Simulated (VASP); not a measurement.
Here is a VASP 6.6.1 calculation.

The input INCAR:

```
SYSTEM = SiC
PREC     = Accurate       ! precision mode
ENCUT    = 520            ! plane-wave cutoff, eV
EDIFF    = 1E-6           ! SCF threshold, eV
ISMEAR   = -1             ! smearing method
SIGMA    = 0.05           ! smearing width, eV
LREAL    = .False.        ! projectors in reciprocal space
LASPH    = .True.         ! aspherical terms in the spheres
NELM     = 100            ! most SCF steps
ALGO     = Normal         ! electronic algorithm
ISIF     = 2              ! what is computed and relaxed
LWAVE    = .False.        ! write WAVECAR
LCHARG   = .True.         ! write CHGCAR
GGA      = RE             ! functional
IVDW     = 13             ! dispersion correction
LELF     = .True.         ! ELF
LVHAR    = .True.       
NBANDS   = 36             ! bands
```

Contents of KPOINTS:

```
Automatic mesh
0
Gamma
  10 10 2
  0 0 0
```

POSCAR

```
SiC
1.0
    3.0318190065      0.0000000000      0.0000000000
   -1.5159095032      2.6256322793      0.0000000000
    0.0000000000      0.0000000000     14.8603212692
Si C
6 6
Direct
    0.6666666667      0.3333333333      0.4583000000
    0.3333333333      0.6666666667      0.9583000000
    0.6666666667      0.3333333333      0.7917000000
    0.3333333333      0.6666666667      0.2917000000
    0.0000000000      0.0000000000      0.6250000000
    0.0000000000      0.0000000000      0.1250000000
    0.6666666667      0.3333333333      0.3333000000
    0.3333333333      0.6666666667      0.8333000000
    0.6666666667      0.3333333333      0.6667000000
    0.3333333333      0.6666666667      0.1667000000
    0.0000000000      0.0000000000      0.5000000000
    0.0000000000      0.0000000000      0.0000000000
```

Potentials or basis: VASP PAW PBE potentials, release 64 (Si, C).

Launch:

```console
$ cat potpaw_PBE.64/Si/POTCAR potpaw_PBE.64/C/POTCAR > POTCAR
$ mpirun -np 1 vasp_std > vasp.out
```

Estimate the band gap on the k mesh.

2.01 eV (least direct gap 3.11 eV).

What does it give for the largest force?

0.157 eV/Å.

Forces in eV/Å, atoms in the order of the input:
```
Si   0.000  0.000  0.062
Si   0.000  0.000  0.062
Si   0.000  0.000  0.038
Si   0.000  0.000  0.038
Si   0.000  0.000  0.042
Si   0.000  0.000  0.042
C    0.000  0.000 -0.025
C    0.000  0.000 -0.025
C    0.000  0.000  0.039
C    0.000  0.000  0.039
C    0.000  0.000 -0.157
C    0.000  0.000 -0.157
```

Caveat: the PAW data sets were made with another functional, which shifts forces and pressure a little. As with any semilocal functional, this revPBE gap is likely too small.
